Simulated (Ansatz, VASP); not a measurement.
**One calculation of TiO2, two programs**

```xyz
24
Lattice="5.9085 0.0000 0.0000 0.0000 6.5169 0.0000 0.0000 0.0000 24.3036" Properties=species:S:1:pos:R:3 pbc="T T T"
O     0.0000    0.0000    8.0000
O     2.9543    0.0000    8.0000
O     1.4771    1.9836    9.2748
O     4.4314    1.9836    9.2748
O     1.4771    4.5333    9.2748
O     4.4314    4.5333    9.2748
O     0.0000    0.0000   10.5497
O     2.9543    0.0000   10.5497
O     0.0014    3.2116   11.1302
O     2.9548    3.1998   11.1342
O     1.5292    5.2342   12.4920
O     4.3758    5.2348   12.4948
O     1.4502    1.2139   12.6853
O     4.4544    1.2144   12.6844
O    -0.0035    3.4231   13.7241
O     2.9491    3.2561   13.6814
Ti    0.0000    3.2585    9.2748
Ti    2.9543    3.2585    9.2748
Ti    1.4771    0.0000    9.2748
Ti    4.4314    0.0000    9.2748
Ti   -0.0018   -0.0571   12.4096
Ti    2.9528   -0.0273   12.3351
Ti    1.4830    3.2117   12.5955
Ti    4.4059    3.2120   12.5967
```

Alike in both runs: task single point; functional PBE; dispersion D3(BJ); k mesh 3 × 3 × 1; occupations gaussian, width 0.05 eV; no spin polarisation.

```csv
,VASP,Ansatz
version,VASP 6.6.1,Ansatz 0.2.0
potentials or method,"VASP PAW PBE potentials, release 64 (O, Ti_sv), cutoff 520 eV","scalar-relativistic, plane waves, PAW"
valence electrons in the cell,192,192
```

|  | VASP | Ansatz | Ansatz less VASP |
| --- | --- | --- | --- |
| gap on the k mesh at the Fermi level (eV) | 1.68 | 1.69 | +0.015 |
| least direct gap on the mesh (eV) | 1.68 | 1.69 | +0.015 |
| rms of the force components (eV/Å) | 1.220 | 1.236 | +0.0160 |
